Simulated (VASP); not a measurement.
# Cd (Fm-3m) in VASP: further runs

The runs below take Cd through single point, with PBE.

Everything below comes from runs of VASP 6.6.1. Logs are shortened: lines on timing, memory, paths and dates and some standing lists are left out, and cuts for length are marked.

### 1 The cell of the first run

Symmetry: Fm-3m, No. 225, cubic system. Conventional cell: a = 3.571 Å, b = 3.571 Å, c = 3.571 Å, α = 90.00°, β = 90.00°, γ = 90.00°. Cd (site symmetry m-3m) has 12 Cd at 2.53 Å within 3.3 Å.

### 2 Single point, PBE (volume scaled by 0.5)

INCAR reads:

```
PREC = Accurate ; ENCUT = 520
EDIFF = 1E-6 ; ISMEAR = -1
SIGMA = 0.08 ; LREAL = F
LASPH = T ; NELM = 60
ALGO = Normal ; ISIF = 2
LWAVE = F ; LCHARG = F
GGA = PE ; NBANDS = 12
```

KPOINTS reads:

```
regular mesh
0
Gamma
  14 14 14
```

POSCAR reads:

```
Cd
1.0
    0.0000000000      1.7857294584      1.7857294584
    1.7857294584      0.0000000000      1.7857294584
    1.7857294584      1.7857294584      0.0000000000
Cd
1
Direct
    0.0000000000      0.0000000000      0.0000000000
```

Potentials or basis: VASP PAW PBE potentials, release 64 (Cd).

On the command line:

```sh
cat potpaw_PBE.64/Cd/POTCAR > POTCAR
mpirun -np 1 vasp_std > vasp.out
```

OUTCAR:

```text
PREC = Accurate
   ENCUT = 520
   EDIFF = 1E-6
   ISMEAR = -1
   LREAL = F
   LASPH = T
   NELM = 60
   ISIF = 2
   GGA = PE

 ion  position               nearest neighbor table
   1  0.000  0.000  0.000-

  LATTYP: Found a face centered cubic cell.
 ALAT       =     3.5714589168

  Lattice vectors:

 A1 = (   0.0000000000,   1.7857294584,   1.7857294584)
 A2 = (   1.7857294584,   0.0000000000,   1.7857294584)
 A3 = (   1.7857294584,   1.7857294584,   0.0000000000)

Analysis of symmetry for initial positions (statically):
=====================================================================
 Subroutine PRICEL returns:
 Original cell was already a primitive cell.

 Routine SETGRP: Setting up the symmetry group for a
 face centered cubic supercell.

 Subroutine GETGRP returns: Found 48 space group operations
 (whereof 48 operations were pure point group operations)
 out of a pool of 48 trial point group operations.

The static configuration has the point symmetry O_h .

Analysis of symmetry for dynamics (positions and initial velocities):
=====================================================================
 Subroutine PRICEL returns:
 Original cell was already a primitive cell.

 Routine SETGRP: Setting up the symmetry group for a
 face centered cubic supercell.

 Subroutine GETGRP returns: Found 48 space group operations
 (whereof 48 operations were pure point group operations)
 out of a pool of 48 trial point group operations.

The dynamic configuration has the point symmetry O_h .

 Subroutine INISYM returns: Found 48 space group operations
 (whereof 48 operations are pure point group operations),
 and found     1 'primitive' translations

----------------------------------------------------------------------------------------

                                     Primitive cell

  volume of cell :      11.3888

  direct lattice vectors                    reciprocal lattice vectors
     0.000000000  1.785729458  1.785729458    -0.279997621  0.279997621  0.279997621
     1.785729458  0.000000000  1.785729458     0.279997621 -0.279997621  0.279997621
     1.785729458  1.785729458  0.000000000     0.279997621  0.279997621 -0.279997621

  length of vectors
     2.525402819  2.525402819  2.525402819     0.484970105  0.484970105  0.484970105

  position of ions in fractional coordinates (direct lattice)
     0.000000000  0.000000000  0.000000000

  ion indices of the primitive-cell ions
   primitive index   ion index
                 1           1

----------------------------------------------------------------------------------------

 KPOINTS: regular mesh

Automatic generation of k-mesh.
 Grid dimensions read from file:
 generate k-points for:   14   14   14

 Generating k-lattice:

  Cartesian coordinates                     Fractional coordinates (reciprocal lattice)
    -0.019999830  0.019999830  0.019999830     0.071428571  0.000000000  0.000000000
     0.019999830 -0.019999830  0.019999830     0.000000000  0.071428571  0.000000000
     0.019999830  0.019999830 -0.019999830     0.000000000  0.000000000  0.071428571

  Length of vectors
     0.034640722  0.034640722  0.034640722

  Shift w.r.t. Gamma in fractional coordinates (k-lattice)
     0.000000000  0.000000000  0.000000000

 Subroutine IBZKPT returns following result:
 ===========================================

 Found    104 irreducible k-points:

 Following reciprocal coordinates:
            Coordinates               Weight
  0.000000  0.000000  0.000000      1.000000
  0.071429  0.000000  0.000000      8.000000
  0.142857  0.000000  0.000000      8.000000
  0.214286  0.000000  0.000000      8.000000
  0.285714  0.000000  0.000000      8.000000
  0.357143  0.000000  0.000000      8.000000
[... 16 lines left out ...]
  0.214286  0.142857  0.000000     24.000000
  0.285714  0.142857  0.000000     24.000000
 [... further k-points ...]
   k-points           NKPTS =    104   k-points in BZ     NKDIM =    104   number of bands    NBANDS=     12
   number of dos      NEDOS =    301   number of ions     NIONS =      1
   total plane-waves  NPLWV =   8000
   dimension x,y,z NGX =    20 NGY =   20 NGZ =   20
   dimension x,y,z NGXF=    40 NGYF=   40 NGZF=   40
   ions per type =               1
   NGX,Y,Z   is equivalent  to a cutoff of  13.17, 13.17, 13.17 a.u.
   NGXF,Y,Z  is equivalent  to a cutoff of  26.33, 26.33, 26.33 a.u.
 SYSTEM =  unknown system
   PREC   = accura    normal or accurate (medium, high low for compatibility)
   ISTART =      0    job   : 0-new  1-cont  2-samecut
   ICHARG =      2    charge: 1-file 2-atom 10-const
   ISPIN  =      1    spin polarized calculation?
   LNONCOLLINEAR =      F non collinear calculations
   LSORBIT =      F    spin-orbit coupling
   LASPH  =      T    aspherical Exc in radial PAW
   ENCUT  =  520.0 eV  38.22 Ry    6.18 a.u.   4.70  4.70  4.70*2*pi/ulx,y,z
   NELM   =     60;   NELMIN=  2; NELMDL= -5     # of ELM steps
   EDIFF  = 0.1E-05   stopping-criterion for ELM
   LREAL  =      F    real-space projection
   EDIFFG = 0.1E-04   stopping-criterion for IOM
   NSW    =      0    number of steps for IOM
   IBRION =     -1    ionic relax: 0-MD 1-quasi-New 2-CG
   NFREE  =      0    steps in history (QN), initial steepest desc. (CG)
   ISIF   =      2    stress and relaxation
   ISYM   =      2    0-nonsym 1-usesym 2-fastsym
   POTIM  = 0.5000    time-step for ionic-motion
   TEBEG  =    0.0;   TEEND  =   0.0 temperature during run
   PSTRESS=    0.0 pullay stress
   NELECT =      12.0000    total number of electrons
   NUPDOWN=      -1.0000    fix difference up-down
   EMIN   =  10.00;   EMAX   =-10.00  energy-range for DOS
   EFERMI =   0.00;   METHOD = LEGACY
   ISMEAR =    -1;   SIGMA  =   0.08  broadening in eV -4-tet -1-fermi 0-gaus
   EFERMI_NEDOS =   21; number of points for ismear=-14 and -15
   IALGO  =     38    algorithm
   IMIX   =      4    mixing-type and parameters
     AMIX     =   0.40;   BMIX     =  1.00
     AMIX_MAG =   1.60;   BMIX_MAG =  1.00
  volume/ion in A,a.u.               =      11.39        76.86
  Fermi-wavevector in a.u.,A,eV,Ry     =   1.665877  3.148051 37.758154  2.775146
  Thomas-Fermi vector in A             =   2.752171
   LORBIT       =      0    0 simple, 1 ext, 2 COOP (PROOUT), +10 PAW based schemes
   GGA     = PE    functional components
   LHFCALC =     F    Hartree Fock is set to
   AEXX    =    0.0000 exact exchange contribution
   IVDW    =     0    specifies the selected vdW correction
   LEPSILON=     F    determine dielectric tensor
   LRPA    =     F    only Hartree local field effects (RPA)
 non-spin polarized calculation
  energy-cutoff  :      520.00
  volume of cell :       11.39
 maximum number of plane-waves:       331
   NGX =  9   NGY =  9   NGZ =  9

 number of electron      11.9999994 magnetization

 Free energy of the ion-electron system (eV)
  ---------------------------------------------------
  ext. energy  EPLUGINS =         0.00000000
  ---------------------------------------------------
  free energy    TOTEN  =         2.95157279 eV

  energy without entropy =        2.95676198  energy(sigma->0) =        2.95416739

 E-fermi :  10.9598     XC(G=0): -14.8958

 val. band max:       10.8806881416   @ k =   0.5000   0.0714   0.0000
 cond. band min:      10.9778175049   @ k =  -0.4286   0.2143   0.0000
 fundamental gap:      0.0971293633
 Fermi energy:        10.9597683348

 k-point     1 :       0.0000    0.0000    0.0000
  band No.  band energies     occupation
      1      -5.5360      2.00000
      2      -2.6764      2.00000
      3      -2.6764      2.00000
      4      -2.6764      2.00000
      5      -0.9968      2.00000
      6      -0.9968      2.00000
      7      25.2193      0.00000
      8      30.7268      0.00000
      9      30.7268      0.00000
     10      30.7268      0.00000
     11      35.5607      0.00000
     12      38.0214      0.00000

 k-point     2 :       0.0714    0.0000    0.0000
  band No.  band energies     occupation
      1      -5.3199      2.00000
      2      -2.7305      2.00000
      3      -2.6056      2.00000
      4      -2.6056      2.00000
      5      -1.0241      2.00000
      6      -1.0241      2.00000
      7      25.2905      0.00000
      8      28.9233      0.00000
      9      30.8294      0.00000
     10      30.8294      0.00000
     11      36.1299      0.00000
     12      37.8994      0.00000

 k-point     3 :       0.1429    0.0000    0.0000
  band No.  band energies     occupation
      1      -4.7633      2.00000
      2      -2.7834      2.00000
      3      -2.4428      2.00000
      4      -2.4428      2.00000
      5      -1.0557      2.00000
      6      -1.0557      2.00000
      7      24.5744      0.00000
      8      26.7398      0.00000
      9      31.0662      0.00000
     10      31.0662      0.00000
     11      35.1679      0.00000
     12      37.3234      0.00000
[... 286 lines left out ...]
 k-point    23 :       0.2143    0.1429    0.0000
  band No.  band energies     occupation
      1      -3.9898      2.00000
      2      -3.3609      2.00000
      3      -2.0633      2.00000
      4      -1.9551      2.00000
      5      -1.2161      2.00000
      6      -0.6367      2.00000
      7      24.3424      0.00000
      8      26.1923      0.00000
      9      27.3140      0.00000
     10      28.8790      0.00000
     11      35.2982      0.00000
     12      38.1624      0.00000

 k-point    24 :       0.2857    0.1429    0.0000
  band No.  band energies     occupation
      1      -3.9251      2.00000
      2      -3.0467      2.00000
      3      -2.2712      2.00000
      4      -1.8721      2.00000
      5      -0.3675      2.00000
      6      -0.2170      2.00000
      7      21.0043      0.00000
      8      25.7097      0.00000
      9      26.5409      0.00000
     10      29.3311      0.00000
     11      34.8304      0.00000
     12      37.7060      0.00000

 [... further k-points ...]

------------------------ aborting loop because EDIFF is reached ----------------------------------------

  FORCE on cell =-STRESS in cart. coord.  units (eV):
  Direction    XX          YY          ZZ          XY          YZ          ZX
  --------------------------------------------------------------------------------------
  -------------------------------------------------------------------------------------
  Total       15.4502536     15.4502536     15.4502536      0.0000000     -0.0000000     -0.0000000
  in kB     2173.5478659   2173.5478659   2173.5478659      0.0000000     -0.0000000     -0.0000000
  external PRESSURE =    2173.5478659 kB  Pullay stress =       0.0000000 kB

 VOLUME and BASIS-vectors are now :
 -----------------------------------------------------------------------------
  energy-cutoff  :      520.00
  volume of cell :       11.39
      direct lattice vectors                 reciprocal lattice vectors
     0.000000000  1.785729458  1.785729458    -0.279997621  0.279997621  0.279997621
     1.785729458  0.000000000  1.785729458     0.279997621 -0.279997621  0.279997621
     1.785729458  1.785729458  0.000000000     0.279997621  0.279997621 -0.279997621

 POSITION                                       TOTAL-FORCE (eV/Angst)
 -----------------------------------------------------------------------------------
      0.00000      0.00000      0.00000        -0.000000      0.000000     -0.000000
 -----------------------------------------------------------------------------------
    total drift:                                0.000000      0.000000      0.000000

  FREE ENERGIE OF THE ION-ELECTRON SYSTEM (eV)
  ---------------------------------------------------
  free  energy   TOTEN  =         2.9515727941 eV

  energy  without entropy=        2.9567619762  energy(sigma->0) =        2.95416739
```

Run time: 7.9 s. Hardware: 1 thread of Intel Xeon Platinum 8375C at 2.90GHz (Ice Lake), shared host; peak memory 0.13 GiB.

Results:

```
Free energy            : 2.9516 eV
Pressure               : 217.4 GPa
Band gap on the k mesh : zero (band 6 reaches 11.98 eV, above the bottom of band 7 at 10.68 eV)
```

### 3 Single point, PBE (volume scaled by 0.5)

INCAR reads:

```
SYSTEM = Cd
PREC = Accurate
ENCUT = 520
EDIFF = 1E-6
ISMEAR = -1
SIGMA = 0.08
LREAL = .False.
LASPH = .True.
NELM = 100
ALGO = Normal
ISIF = 2
LWAVE = .False.
LCHARG = .False.
GGA = PE
NBANDS = 12
```

KPOINTS reads:

```
regular mesh
0
Gamma
  14 14 14
  0 0 0
```

POSCAR is that of step 2.

Potentials or basis: VASP PAW PBE potentials, release 64 (Cd).

On the command line:

```sh
cat potpaw_PBE.64/Cd/POTCAR > POTCAR
mpirun -np 1 vasp_std > vasp.out
```

Run time: 8 s. Hardware: 1 thread of Intel Xeon Platinum 8375C at 2.90GHz (Ice Lake), shared host; peak memory 0.13 GiB.

It converged, with:

- Free energy: 2.9516 eV
- Pressure: 217.4 GPa
- Band gap on the k mesh: zero (band 6 reaches 11.98 eV, above the bottom of band 7 at 10.68 eV)

Levels at points of the mesh, in eV from the Fermi level:
| k point | band 4 | band 5 | band 6 | band 7 | band 8 | band 9 |
| --- | --- | --- | --- | --- | --- | --- |
| (0.00, 0.00, 0.00) | -13.64 | -11.96 | -11.96 | 14.26 | 19.77 | 19.77 |
| (0.50, 0.00, 0.00) | -10.66 | -10.66 | -6.90 | -0.28 | 13.14 | 18.28 |
| (0.50, 0.50, 0.00) | -10.31 | -10.31 | -4.08 | 3.91 | 8.16 | 8.16 |

### 4 Single point, PBE (volume scaled by 0.58)

INCAR reads:

```
PREC     = Accurate       # precision mode
ENCUT    = 520            # plane-wave cutoff, eV
EDIFF    = 1E-6           # SCF threshold, eV
ISMEAR   = -1             # smearing method
SIGMA    = 0.08           # smearing width, eV
LREAL    = False          # projectors in reciprocal space
LASPH    = True           # aspherical terms in the spheres
NELM     = 80             # most SCF steps
ALGO     = Normal         # electronic algorithm
ISIF     = 2              # what is computed and relaxed
LWAVE    = False          # write WAVECAR
LCHARG   = False          # write CHGCAR
GGA      = PE             # functional
NBANDS   = 12             # bands
```

KPOINTS reads:

```
regular mesh
0
Gamma
  14 14 14
```

POSCAR reads:

```
Cd
1.0
    0.0000000000      1.8762973252      1.8762973252
    1.8762973252      0.0000000000      1.8762973252
    1.8762973252      1.8762973252      0.0000000000
Cd
1
Direct
    0.0000000000      0.0000000000      0.0000000000
```

Potentials or basis: VASP PAW PBE potentials, release 64 (Cd).

On the command line:

```sh
cat potpaw_PBE.64/Cd/POTCAR > POTCAR
mpirun -np 1 vasp_std > vasp.out
```

OUTCAR:

```text
PREC = Accurate
   ENCUT = 520
   EDIFF = 1E-6
   ISMEAR = -1
   LREAL = False
   LASPH = True
   NELM = 80
   ISIF = 2
   GGA = PE

 ion  position               nearest neighbor table
   1  0.000  0.000  0.000-

  LATTYP: Found a face centered cubic cell.
 ALAT       =     3.7525946504

  Lattice vectors:

 A1 = (   0.0000000000,   1.8762973252,   1.8762973252)
 A2 = (   1.8762973252,   0.0000000000,   1.8762973252)
 A3 = (   1.8762973252,   1.8762973252,   0.0000000000)

Analysis of symmetry for initial positions (statically):
=====================================================================
 Subroutine PRICEL returns:
 Original cell was already a primitive cell.

 Routine SETGRP: Setting up the symmetry group for a
 face centered cubic supercell.

 Subroutine GETGRP returns: Found 48 space group operations
 (whereof 48 operations were pure point group operations)
 out of a pool of 48 trial point group operations.

The static configuration has the point symmetry O_h .

Analysis of symmetry for dynamics (positions and initial velocities):
=====================================================================
 Subroutine PRICEL returns:
 Original cell was already a primitive cell.

 Routine SETGRP: Setting up the symmetry group for a
 face centered cubic supercell.

 Subroutine GETGRP returns: Found 48 space group operations
 (whereof 48 operations were pure point group operations)
 out of a pool of 48 trial point group operations.

The dynamic configuration has the point symmetry O_h .

 Subroutine INISYM returns: Found 48 space group operations
 (whereof 48 operations are pure point group operations),
 and found     1 'primitive' translations

----------------------------------------------------------------------------------------
[... 114 lines left out ...]
  Thomas-Fermi vector in A             =   2.684926
   LORBIT       =      0    0 simple, 1 ext, 2 COOP (PROOUT), +10 PAW based schemes
   GGA     = PE    functional components
   LHFCALC =     F    Hartree Fock is set to
   AEXX    =    0.0000 exact exchange contribution
   IVDW    =     0    specifies the selected vdW correction
   LEPSILON=     F    determine dielectric tensor
   LRPA    =     F    only Hartree local field effects (RPA)
 non-spin polarized calculation
  energy-cutoff  :      520.00
  volume of cell :       13.21
 maximum number of plane-waves:       368
   NGX =  9   NGY =  9   NGZ =  9

 number of electron      11.9999992 magnetization

 Free energy of the ion-electron system (eV)
  ---------------------------------------------------
  ext. energy  EPLUGINS =         0.00000000
  ---------------------------------------------------
  free energy    TOTEN  =         1.14264820 eV

  energy without entropy =        1.14885631  energy(sigma->0) =        1.14575225

 E-fermi :   8.3733     XC(G=0): -13.9200

 val. band max:        8.2951472869   @ k =  -0.4286   0.2143   0.0000
 cond. band min:       8.4420475134   @ k =  -0.3571   0.3571   0.0714
 fundamental gap:      0.1469002265
 Fermi energy:         8.3732518088

 k-point     1 :       0.0000    0.0000    0.0000
  band No.  band energies     occupation
      1      -5.7707      2.00000
      2      -3.6333      2.00000
      3      -3.6333      2.00000
      4      -3.6333      2.00000
      5      -2.3664      2.00000
      6      -2.3664      2.00000
      7      23.0128      0.00000
      8      27.4595      0.00000
      9      27.4595      0.00000
     10      27.4595      0.00000
     11      32.2023      0.00000
     12      33.2226      0.00000
[... 331 lines left out ...]
 k-point    24 :       0.2857    0.1429    0.0000
  band No.  band energies     occupation
      1      -4.5199      2.00000
      2      -3.7879      2.00000
      3      -3.2998      2.00000
      4      -3.0126      2.00000
      5      -1.8834      2.00000
      6      -1.4966      2.00000
      7      17.8430      0.00000
      8      22.8885      0.00000
      9      22.9242      0.00000
     10      25.7172      0.00000
     11      30.1037      0.00000
     12      33.6200      0.00000

 [... further k-points ...]

------------------------ aborting loop because EDIFF is reached ----------------------------------------

  FORCE on cell =-STRESS in cart. coord.  units (eV):
  Direction    XX          YY          ZZ          XY          YZ          ZX
  --------------------------------------------------------------------------------------
  -------------------------------------------------------------------------------------
  Total        9.3259407      9.3259407      9.3259407      0.0000000      0.0000000     -0.0000000
  in kB     1131.0147265   1131.0147265   1131.0147265      0.0000000      0.0000000     -0.0000000
  external PRESSURE =    1131.0147265 kB  Pullay stress =       0.0000000 kB

 VOLUME and BASIS-vectors are now :
 -----------------------------------------------------------------------------
  energy-cutoff  :      520.00
  volume of cell :       13.21
      direct lattice vectors                 reciprocal lattice vectors
     0.000000000  1.876297325  1.876297325    -0.266482286  0.266482286  0.266482286
     1.876297325  0.000000000  1.876297325     0.266482286 -0.266482286  0.266482286
     1.876297325  1.876297325  0.000000000     0.266482286  0.266482286 -0.266482286

 POSITION                                       TOTAL-FORCE (eV/Angst)
 -----------------------------------------------------------------------------------
      0.00000      0.00000      0.00000        -0.000000      0.000000      0.000000
 -----------------------------------------------------------------------------------
    total drift:                                0.000000     -0.000000      0.000000

  FREE ENERGIE OF THE ION-ELECTRON SYSTEM (eV)
  ---------------------------------------------------
  free  energy   TOTEN  =         1.1426481985 eV

  energy  without entropy=        1.1488563071  energy(sigma->0) =        1.14575225
```

Run time: 7.9 s. Hardware: 1 thread of Intel Xeon Platinum 8375C at 2.90GHz (Ice Lake), shared host; peak memory 0.13 GiB.

Results:

```yaml
Free_energy: 1.1426 eV
Pressure: 113.1 GPa
Band_gap_on_the_k_mesh: zero (band 6 reaches 9.60 eV, above the bottom of band 7 at 7.86 eV)
```

(Continued in part 2 of 2.)
